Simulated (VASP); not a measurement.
Wanted: the native input for a VASP 6.6.1 run.

* Task: single point
* Functional: LDA
* Potentials or basis: VASP PAW LDA potentials, release 64 (Na_pv, F)
* Cutoff: 520 eV
* k mesh: 10 × 10 × 10
* Occupations: fermi-dirac, width 0.03 eV
* Spin: no spin polarisation
* Dipole correction: no
* Further INCAR settings: ALGO = Normal; EDIFF = 1e-07; NBANDS = 14

The structure of NaF lies in POSCAR:

```
NaF
1.0
    0.0000000000      2.2705522967      2.2705522967
    2.2705522967      0.0000000000      2.2705522967
    2.2705522967      2.2705522967      0.0000000000
Na F
1 1
Direct
    0.0000000000      0.0000000000      0.0000000000
    0.5000000000      0.5000000000      0.5000000000
```

This cell differs from its parent crystal: volume scaled by 0.98.

One way to write it, as run:

INCAR

```
ALGO     = Normal         # electronic algorithm
EDIFF    = 1E-7           # SCF threshold, eV
ENCUT    = 520            # plane-wave cutoff, eV
ISIF     = 2              # what is computed and relaxed
ISMEAR   = -1             # smearing method
LASPH    = T              # aspherical terms in the spheres
LCHARG   = T              # write CHGCAR
LELF     = T              # ELF
LREAL    = F              # projectors in reciprocal space
LVHAR    = T            
LWAVE    = F              # write WAVECAR
NBANDS   = 14             # bands
NELM     = 80             # most SCF steps
PREC     = Accurate       # precision mode
SIGMA    = 0.03           # smearing width, eV
```

KPOINTS

```
k-points
0
Gamma
  10 10 10
```

Potentials or basis: VASP PAW LDA potentials, release 64 (Na_pv, F).

Command:

```sh
$ cat potpaw_LDA.64/Na_pv/POTCAR potpaw_LDA.64/F/POTCAR > POTCAR
$ mpirun -np 1 vasp_std > vasp.out
```

Results of the run:

The pressure is -1.5 GPa and the band gap on the k mesh is 6.29 eV, direct.

Run time: 5.7 s on 1 thread of Intel(R) Xeon(R) Platinum 8488C (Sapphire Rapids), on a shared host, peak memory 0.12 GiB.
